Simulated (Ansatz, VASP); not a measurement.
# One calculation of Y3NbO2, two programs

```
Y Nb O
1.0
     3.02010    0.00000    0.00000
     0.00000    3.02010    0.00000
     0.00000    0.00000   11.18559
Y Nb O
3 1 2
Direct
  0.50000 0.50000 0.21584
  0.50000 0.50000 0.50000
  0.50000 0.50000 0.78416
  0.00000 0.00000 0.00000
  0.00000 0.00000 0.37935
  0.00000 0.00000 0.62065
```

Change from the starting cell: species swapped into the Mg3HgAu2 type (P4/mmm, No. 123).

Alike in both runs: functional PBE; k mesh 6 × 6 × 2; occupations gaussian, width 0.1 eV; no spin polarisation.

Ansatz relaxed the structure, and its values are those at the end. VASP's run is a single point on that final structure, the one shown.

|  | VASP | Ansatz |
| --- | --- | --- |
| version | VASP 6.6.1 | Ansatz 0.2.0 |
| potentials or method | VASP PAW PBE potentials, release 64 (Y_sv, Nb_sv, O), cutoff 520 eV | scalar-relativistic, plane waves, PAW |
| valence electrons in the cell | 58 | 58 |

|  | VASP | Ansatz | Ansatz less VASP |
| --- | --- | --- | --- |
| gap on the k mesh at the Fermi level (eV) | none | none | - |
| pressure (GPa) | -0.1 | 0.0 | +0.11 |
| rms of the force components (eV/Å) | 0.007 | 0.004 | -0.0035 |

A gap of «none» marks a metal or a gap that the smearing closes.
